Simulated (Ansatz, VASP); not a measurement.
# CaSe in VASP and in Ansatz

File INCAR:

```
ALGO = Normal ; EDIFF = 1E-6
ENCUT = 520 ; GGA = PE
ISIF = 2 ; ISMEAR = 0
LASPH = T ; LCHARG = F
LREAL = F ; LWAVE = F
NBANDS = 24 ; NELM = 80
PREC = Accurate ; SIGMA = 0.01
```

The input KPOINTS:

```
k-points
0
Gamma
  6 6 4
```

The input POSCAR:

```
CaSe
1.0
    4.1316821780      0.0000000000      0.0000000000
   -2.0658410890      3.5781417265      0.0000000000
    0.0000000000      0.0000000000      7.1625032105
Ca Se
2 2
Direct
    0.0000000000      0.0000000000      0.0000000000
    0.0000000000      0.0000000000      0.5000000000
    0.3333333333      0.6666666667      0.2500000000
    0.6666666667      0.3333333333      0.7500000000
```

Input for Ansatz:

```yaml
crystal:
  lattice:
    - [4.131682178, 0.0, 0.0]
    - [-2.065841089, 3.5781417265, 0.0]
    - [0.0, 0.0, 7.1625032105]
  atoms:
    - { symbol: Ca, position: [0.0, 0.0, 0.0] }
    - { symbol: Ca, position: [0.0, 0.0, 0.5] }
    - { symbol: Se, position: [0.3333333333, 0.6666666667, 0.25] }
    - { symbol: Se, position: [0.6666666667, 0.3333333333, 0.75] }
kpoints:
  mp_grid: { grid: [6, 6, 4] }
hamiltonian:
  xc: pbe
scf:
  occupations: { method: fixed }
output:
  optics:
    e_range: [0, 14]
    de: 0.05
    sigma: 0.1
    bands: { spectra_wanted_up_to: 14 }
```

Alike in both runs: task single point; functional PBE; k mesh 6 × 6 × 4; no spin polarisation.

|  | VASP | Ansatz |
| --- | --- | --- |
| version | VASP 6.6.1 | Ansatz 0.2.0 |
| potentials or method | VASP PAW PBE potentials, release 64 (Ca_sv, Se) | plane waves, PAW |
| plane-wave cutoff (eV) | 520 | 420 |
| occupations | gaussian, width 0.01 eV | fixed |
| valence electrons in the cell | 32 | 52 |

VASP gave:

| Property | Result |
| --- | --- |
| gap on the k mesh at the Fermi level (eV) | 2.19 |

Which values does Ansatz return?

gap on the k mesh at the Fermi level (eV): 2.20.

VASP's potentials hold 32 valence electrons a cell and Ansatz's 52, so a difference there can come from the potentials and not from the codes.
